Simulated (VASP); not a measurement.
Write the native input for VASP 6.6.1 that does the following.

* Task: single point
* Functional: HSE06
* Potentials or basis: VASP PAW PBE potentials, release 64 (Mn_pv)
* Cutoff: 520 eV
* k mesh: 6 × 6 × 6
* Occupations: fermi-dirac, width 0.1 eV
* Spin: no spin polarisation
* Dipole correction: no
* Grid for exact exchange (PRECFOCK): Normal
* Further INCAR settings: ALGO = Normal; EDIFF = 1e-06; NBANDS = 12
* Share of exact exchange: 0.25
* Screening parameter: 0.2079 1/Å

The system is Mn.

```xyz
1
Lattice="0.0000 1.7730 1.7730 1.7730 0.0000 1.7730 1.7730 1.7730 0.0000" Properties=species:S:1:pos:R:3 pbc="T T T"
Mn    0.0000    0.0000    0.0000
```

This isn't the form of Mn at room conditions, which is a 58-atom cubic cell.

One way to write it, as run:

POSCAR

```
Mn
1.0
    0.0000000000      1.7730289567      1.7730289567
    1.7730289567      0.0000000000      1.7730289567
    1.7730289567      1.7730289567      0.0000000000
Mn
1
Direct
    0.0000000000      0.0000000000      0.0000000000
```

INCAR.step1

```
SYSTEM = Mn
PREC = Accurate
ENCUT = 520
EDIFF = 1E-5
ISMEAR = -1
SIGMA = 0.1
LREAL = .False.
LASPH = .True.
NELM = 80
ALGO = Normal
ISIF = 2
LWAVE = .True.
NBANDS = 12
GGA = PE
```

INCAR.step2

```
SYSTEM = Mn
PREC = Accurate
ENCUT = 520
EDIFF = 1E-6
ISMEAR = -1
SIGMA = 0.1
LREAL = .False.
LASPH = .True.
NELM = 80
ALGO = Normal
ISIF = 2
LWAVE = .False.
LCHARG = .True.
GGA = PE
LHFCALC = .True.
HFSCREEN = 0.2079
PRECFOCK = Normal
LELF = .True.
LVHAR = .True.
NBANDS = 12
ISTART = 1
```

KPOINTS

```
regular mesh
0
Gamma
  6 6 6
  0 0 0
```

Potentials or basis: VASP PAW PBE potentials, release 64 (Mn_pv).

The run is started by

```console
$ cat potpaw_PBE.64/Mn_pv/POTCAR > POTCAR
$ cp INCAR.step1 INCAR
$ mpirun -np 1 vasp_std > vasp.out
$ cp INCAR.step2 INCAR
$ mpirun -np 1 vasp_std > vasp.out
```

Results of the run:

- Pressure: -20.9 GPa
- Band gap on the k mesh: zero (an odd number of electrons rules out a gap without spin polarisation)

Caveat: the k points lie up to 0.51 Å⁻¹ apart, too coarse for converged energies and pressures of a metal; the PAW data sets were made with another functional, which shifts forces and pressure a little; the run has no spin polarisation, though such a crystal can be magnetic.

It took 10 min on 1 thread of Intel(R) Xeon(R) Platinum 8259CL CPU @ 2.50GHz (Skylake/Cascade Lake), with other jobs on the host, peak memory 0.23 GiB.
